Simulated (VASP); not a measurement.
# C in VASP: single point with PBE+D3(BJ)

Aim: the single point of C with PBE+D3(BJ).

All numbers are computed with VASP 6.6.1; they aren't measurements. Logs are shortened: lines on timing, memory, paths and dates and some standing lists are left out, and cuts for length are marked.

## Step 1: The cell of the first run

The cell holds a slab with vacuum, 2 atoms: a = 2.466 Å, b = 2.466 Å, c = 17.500 Å, α = 90.00°, β = 90.00°, γ = 120.00°.

## Step 2: Single point, PBE+D3(BJ)

The input, INCAR:

```
SYSTEM = C
  PREC = Accurate
  ENCUT = 520
  EDIFF = 1E-6
  ISMEAR = 0
  SIGMA = 0.1
  LREAL = .FALSE.
  LASPH = .TRUE.
  NELM = 120
  ALGO = Normal
  ISIF = 2
  LWAVE = .FALSE.
  LCHARG = .FALSE.
  LDIPOL = .TRUE.
  IDIPOL = 3
  DIPOL = 0.5 0.5 0.257
  GGA = PE
  IVDW = 12
  NBANDS = 11
  GGA_COMPAT = .FALSE.
  NELMDL = -8
```

The input, KPOINTS:

```
Automatic mesh
0
G
  15 15 1
  0 0 0
```

The input, POSCAR:

```
C
1.0
    2.4656677093      0.0000000000      0.0000000000
   -1.2328338546      2.1353308736      0.0000000000
    0.0000000000      0.0000000000     17.5000661151
C
2
Direct
    0.6666666667      0.3333333333      0.2571437747
    0.3333333333      0.6666666667      0.2571418857
```

Potentials or basis: VASP PAW PBE potentials, release 64 (C).

Launch:

```sh
$ cat potpaw_PBE.64/C/POTCAR > POTCAR
$ mpirun -np 1 vasp_std > vasp.out
```

OUTCAR:

```text
SYSTEM = C
   PREC = Accurate
   ENCUT = 520
   EDIFF = 1E-6
   ISMEAR = 0
   LREAL = .FALSE.
   LASPH = .TRUE.
   NELM = 120
   ISIF = 2
   GGA = PE
   IVDW = 12
   NELMDL = -8
 IVDW          = 12

 ion  position               nearest neighbor table
   1  0.667  0.333  0.257-   2 1.42   2 1.42   2 1.42
   2  0.333  0.667  0.257-   1 1.42   1 1.42   1 1.42

  LATTYP: Found a hexagonal cell.
 ALAT       =     2.4656677093
 C/A-ratio  =     7.0974957611

  Lattice vectors:

 A1 = (   2.4656677093,   0.0000000000,   0.0000000000)
 A2 = (  -1.2328338546,   2.1353308736,   0.0000000000)
 A3 = (   0.0000000000,   0.0000000000,  17.5000661151)

Analysis of symmetry for initial positions (statically):
=====================================================================
 Subroutine PRICEL returns:
 Original cell was already a primitive cell.

 Routine SETGRP: Setting up the symmetry group for a
 hexagonal supercell.

 Subroutine GETGRP returns: Found 24 space group operations
 (whereof 12 operations were pure point group operations)
 out of a pool of 24 trial point group operations.

The static configuration has the point symmetry C_6v.
 The point group associated with its full space group is D_6h.

Analysis of symmetry for dynamics (positions and initial velocities):
=====================================================================
 Subroutine PRICEL returns:
 Original cell was already a primitive cell.

 Routine SETGRP: Setting up the symmetry group for a
 hexagonal supercell.

 Subroutine GETGRP returns: Found 24 space group operations
 (whereof 12 operations were pure point group operations)
 out of a pool of 24 trial point group operations.

The dynamic configuration has the point symmetry C_6v.
 The point group associated with its full space group is D_6h.

 Subroutine INISYM returns: Found 24 space group operations
 (whereof 12 operations are pure point group operations),
 and found     1 'primitive' translations

----------------------------------------------------------------------------------------

                                     Primitive cell

  volume of cell :      92.1381

  direct lattice vectors                    reciprocal lattice vectors
     2.465667709  0.000000000  0.000000000     0.405569654  0.234155749  0.000000000
    -1.232833855  2.135330874  0.000000000     0.000000000  0.468311498  0.000000000
     0.000000000  0.000000000 17.500066115     0.000000000  0.000000000  0.057142641

  length of vectors
     2.465667709  2.465667709 17.500066115     0.468311498  0.468311498  0.057142641

  position of ions in fractional coordinates (direct lattice)
     0.666666667  0.333333333  0.257143775
     0.333333333  0.666666667  0.257141886

  ion indices of the primitive-cell ions
   primitive index   ion index
                 1           1
                 2           2

----------------------------------------------------------------------------------------

 KPOINTS: Automatic mesh

Automatic generation of k-mesh.
 Grid dimensions read from file:
 generate k-points for:   15   15    1

 Generating k-lattice:

  Cartesian coordinates                     Fractional coordinates (reciprocal lattice)
     0.027037977  0.015610383  0.000000000     0.066666667  0.000000000  0.000000000
     0.000000000  0.031220767  0.000000000     0.000000000  0.066666667  0.000000000
     0.000000000  0.000000000  0.057142641     0.000000000  0.000000000  1.000000000

  Length of vectors
     0.031220767  0.031220767  0.057142641

  Shift w.r.t. Gamma in fractional coordinates (k-lattice)
     0.000000000  0.000000000  0.000000000

 Subroutine IBZKPT returns following result:
 ===========================================

 Found     27 irreducible k-points:

 Following reciprocal coordinates:
            Coordinates               Weight
  0.000000  0.000000  0.000000      1.000000
  0.066667  0.000000  0.000000      6.000000
  0.133333  0.000000  0.000000      6.000000
  0.200000  0.000000  0.000000      6.000000
  0.266667  0.000000  0.000000      6.000000
  0.333333 -0.000000  0.000000      6.000000
[... 16 lines left out ...]
  0.333333  0.200000  0.000000     12.000000
  0.400000  0.200000  0.000000      6.000000
 [... further k-points ...]
   k-points           NKPTS =     27   k-points in BZ     NKDIM =     27   number of bands    NBANDS=     11
   number of dos      NEDOS =    301   number of ions     NIONS =      2
   total plane-waves  NPLWV =  45360
   dimension x,y,z NGX =    18 NGY =   18 NGZ =  140
   dimension x,y,z NGXF=    36 NGYF=   36 NGZF=  280
   ions per type =               2
   NGX,Y,Z   is equivalent  to a cutoff of  12.14, 12.14, 13.30 a.u.
   NGXF,Y,Z  is equivalent  to a cutoff of  24.27, 24.27, 26.60 a.u.
 SYSTEM =  C
   PREC   = accura    normal or accurate (medium, high low for compatibility)
   ISTART =      0    job   : 0-new  1-cont  2-samecut
   ICHARG =      2    charge: 1-file 2-atom 10-const
   ISPIN  =      1    spin polarized calculation?
   LNONCOLLINEAR =      F non collinear calculations
   LSORBIT =      F    spin-orbit coupling
   LASPH  =      T    aspherical Exc in radial PAW
   ENCUT  =  520.0 eV  38.22 Ry    6.18 a.u.   4.58  4.58 32.54*2*pi/ulx,y,z
   NELM   =    120;   NELMIN=  2; NELMDL= -8     # of ELM steps
   EDIFF  = 0.1E-05   stopping-criterion for ELM
   LREAL  =      F    real-space projection
   EDIFFG = 0.1E-04   stopping-criterion for IOM
   NSW    =      0    number of steps for IOM
   IBRION =     -1    ionic relax: 0-MD 1-quasi-New 2-CG
   NFREE  =      0    steps in history (QN), initial steepest desc. (CG)
   ISIF   =      2    stress and relaxation
   ISYM   =      2    0-nonsym 1-usesym 2-fastsym
   POTIM  = 0.5000    time-step for ionic-motion
   TEBEG  =    0.0;   TEEND  =   0.0 temperature during run
   PSTRESS=    0.0 pullay stress
   NELECT =       8.0000    total number of electrons
   NUPDOWN=      -1.0000    fix difference up-down
   EMIN   =  10.00;   EMAX   =-10.00  energy-range for DOS
   EFERMI =   0.00;   METHOD = LEGACY
   ISMEAR =     0;   SIGMA  =   0.10  broadening in eV -4-tet -1-fermi 0-gaus
   EFERMI_NEDOS =   21; number of points for ismear=-14 and -15
   IALGO  =     38    algorithm
   IMIX   =      4    mixing-type and parameters
     AMIX     =   0.40;   BMIX     =  1.00
     AMIX_MAG =   1.60;   BMIX_MAG =  1.00
  volume/ion in A,a.u.               =      46.07       310.89
  Fermi-wavevector in a.u.,A,eV,Ry     =   0.724923  1.369905  7.150037  0.525513
  Thomas-Fermi vector in A             =   1.815515
   LORBIT       =      0    0 simple, 1 ext, 2 COOP (PROOUT), +10 PAW based schemes
   GGA     = PE    functional components
   LHFCALC =     F    Hartree Fock is set to
   AEXX    =    0.0000 exact exchange contribution
   IVDW    =    12    specifies the selected vdW correction
   LEPSILON=     F    determine dielectric tensor
   LRPA    =     F    only Hartree local field effects (RPA)
 non-spin polarized calculation
 Gauss-broadening in eV      SIGMA  =   0.10
  energy-cutoff  :      520.00
  volume of cell :       92.14
 maximum number of plane-waves:      2521
   NGX =  9   NGY =  9   NGZ = 65

 dipolmoment           0.000000      0.000000      0.000213 electrons x Angstroem

 number of electron       7.9999999 magnetization

 dipolmoment           0.000000      0.000000     -0.000065 electrons x Angstroem

 Free energy of the ion-electron system (eV)
  ---------------------------------------------------
  ext. energy  EPLUGINS =         0.00000000
  ---------------------------------------------------
  free energy    TOTEN  =       -18.44896361 eV

  energy without entropy =      -18.44796060  energy(sigma->0) =      -18.44846210

 E-fermi :  -2.5268     XC(G=0):  -2.4658

 val. band max:       -2.5268318118   @ k =   0.3333   0.3333   0.0000
 cond. band min:      -2.5268317335   @ k =   0.3333   0.3333   0.0000
 fundamental gap:      0.0000000784
 Fermi energy:        -2.5268317728

 k-point     1 :       0.0000    0.0000    0.0000
  band No.  band energies     occupation
      1     -22.0525      2.00000
      2     -10.1466      2.00000
      3      -5.5728      2.00000
      4      -5.5728      2.00000
      5       0.7303      0.00000
      6       1.5604      0.00000
      7       1.9872      0.00000
      8       3.2758      0.00000
      9       3.8465      0.00000
     10       5.7812      0.00000
     11       5.7812      0.00000

 k-point     2 :       0.0667    0.0000    0.0000
  band No.  band energies     occupation
      1     -21.9474      2.00000
      2     -10.0212      2.00000
      3      -5.9972      2.00000
      4      -5.7949      2.00000
      5       0.8729      0.00000
      6       1.7046      0.00000
      7       2.1330      0.00000
      8       3.4200      0.00000
      9       3.9896      0.00000
     10       5.8304      0.00000
     11       6.2320      0.00000

 k-point     3 :       0.1333    0.0000    0.0000
  band No.  band energies     occupation
      1     -21.6330      2.00000
      2      -9.6470      2.00000
      3      -7.1246      2.00000
      4      -6.3577      2.00000
      5       1.3007      0.00000
      6       2.1367      0.00000
      7       2.5706      0.00000
      8       3.8519      0.00000
      9       4.4187      0.00000
     10       5.8484      0.00000
     11       6.6616      0.00000
[... 267 lines left out ...]
 k-point    23 :       0.3333    0.2000    0.0000
  band No.  band energies     occupation
      1     -17.1290      2.00000
      2     -14.1777      2.00000
      3     -11.2418      2.00000
      4      -4.6768      2.00000
      5      -0.4912      0.00000
      6       7.6249      0.00000
      7       8.1681      0.00000
      8       8.3654      0.00000
      9       9.1299      0.00000
     10       9.6921      0.00000
     11      10.8154      0.00000

 k-point    24 :       0.4000    0.2000    0.0000
  band No.  band energies     occupation
      1     -16.2025      2.00000
      2     -15.2133      2.00000
      3     -11.3745      2.00000
      4      -4.0286      2.00000
      5      -1.2282      0.00000
      6       8.2839      0.00000
      7       8.7988      0.00000
      8       9.3762      0.00000
      9       9.6041      0.00000
     10      10.6305      0.00000
     11      11.1371      0.00000

 [... further k-points ...]

------------------------ aborting loop because EDIFF is reached ----------------------------------------

 vacuum level on the upper side and lower side of the slab       (xc-potential included)        -0.119        -0.119

 Edisp (eV)   -0.17730

 E8    (eV) :    -0.0555

  FORCE on cell =-STRESS in cart. coord.  units (eV):
  Direction    XX          YY          ZZ          XY          YZ          ZX
  --------------------------------------------------------------------------------------
  -------------------------------------------------------------------------------------
  Total       0.08324     0.08324    -0.01159     0.00000     0.00000     0.00000
  in kB       1.44747     1.44747    -0.20147     0.00000     0.00000     0.00000
  external pressure =        0.90 kB  Pullay stress =        0.00 kB

 VOLUME and BASIS-vectors are now :
 -----------------------------------------------------------------------------
  energy-cutoff  :      520.00
  volume of cell :       92.14
      direct lattice vectors                 reciprocal lattice vectors
     2.465667709  0.000000000  0.000000000     0.405569654  0.234155749  0.000000000
    -1.232833855  2.135330874  0.000000000     0.000000000  0.468311498  0.000000000
     0.000000000  0.000000000 17.500066115     0.000000000  0.000000000  0.057142641

 POSITION                                       TOTAL-FORCE (eV/Angst)
 -----------------------------------------------------------------------------------
      1.23283      0.71178      4.50003        -0.000000     -0.000000      0.000000
     -0.00000      1.42355      4.50000         0.000000      0.000000     -0.000000
 -----------------------------------------------------------------------------------
    total drift:                               -0.000000      0.000000     -0.014766

  FREE ENERGIE OF THE ION-ELECTRON SYSTEM (eV)
  ---------------------------------------------------
  free  energy   TOTEN  =       -18.6262680296 eV

  energy  without entropy=      -18.6252650259  energy(sigma->0) =      -18.62576653

 vacuum level on the upper side and lower side of the slab         1.625         1.626
```

Wall time 28 s (1 thread of Intel Xeon Platinum 8375C at 2.90GHz (Ice Lake), shared host); peak memory 0.2 GiB.

What came out:

```yaml
Free_energy: -18.6263 eV
Band_gap_on_the_k_mesh: zero (filled and empty bands touch)
Dispersion_energy_per_atom: -0.089 eV
```

Levels at points of the mesh, in eV from the Fermi level:
```
           k point  band 2  band 3  band 4  band 5  band 6  band 7
(0.00, 0.00, 0.00)   -7.62   -3.05   -3.05    3.26    4.09    4.51
```
